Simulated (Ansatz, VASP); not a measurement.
# Two plane-wave programs on Ru

The input INCAR:

```
PREC     = Accurate       # precision mode
ENCUT    = 520            # plane-wave cutoff, eV
EDIFF    = 1E-6           # SCF threshold, eV
ISMEAR   = 0              # smearing method
SIGMA    = 0.15           # smearing width, eV
LREAL    = F              # projectors in reciprocal space
LASPH    = T              # aspherical terms in the spheres
NELM     = 80             # most SCF steps
ALGO     = Fast           # electronic algorithm
ISIF     = 2              # what is computed and relaxed
LWAVE    = F              # write WAVECAR
LCHARG   = F              # write CHGCAR
GGA      = PE             # functional
NBANDS   = 13             # bands
```

File KPOINTS:

```
regular mesh
0
Gamma
  22 22 22
```

Contents of POSCAR:

```
Ru
1.0
    0.0000000000      2.0207846791      1.6028864075
    2.0207846791      0.0000000000      1.6028864075
    2.0207846791      2.0207846791      0.0000000000
Ru
1
Direct
    0.0000000000      0.0000000000      0.0000000000
```

Input for Ansatz:

```yaml
crystal:
  lattice:
    - [0.0, 2.0207846791, 1.6028864075]
    - [2.0207846791, 0.0, 1.6028864075]
    - [2.0207846791, 2.0207846791, 0.0]
  atoms:
    - { symbol: Ru, position: [0.0, 0.0, 0.0] }
basis:
  ecutwfc: 420
kpoints:
  mp_grid: { grid: [22, 22, 22] }
hamiltonian:
  xc: pbe
scf:
  occupations: { method: gaussian, width: 0.15 }
output:
  forces: true
  stress: true
  eigenvalues: true
```

Alike in both runs: task single point; functional PBE; k mesh 22 × 22 × 22; occupations gaussian, width 0.15 eV; no spin polarisation.

|  | VASP | Ansatz |
| --- | --- | --- |
| version | VASP 6.6.1 | Ansatz 0.2.0 |
| potentials or method | VASP PAW PBE potentials, release 64 (Ru_pv), cutoff 520 eV | scalar-relativistic, plane waves, PAW |
| valence electrons in the cell | 14 | 16 |

|  | VASP | Ansatz | Ansatz less VASP |
| --- | --- | --- | --- |
| gap on the k mesh at the Fermi level (eV) | none | none | - |
| pressure (GPa) | 26.0 | 26.0 | 0.00 |
| traceless stress, the component that is largest in VASP (GPa) | 32.13 | 32.18 | +0.042 |

A gap of «none» marks a metal or a gap that the smearing closes. The functional is the same, so the differences come from potentials, cutoffs and numerics. VASP's potentials hold 14 valence electrons a cell and Ansatz's 16, so a difference there can come from the potentials and not from the codes.
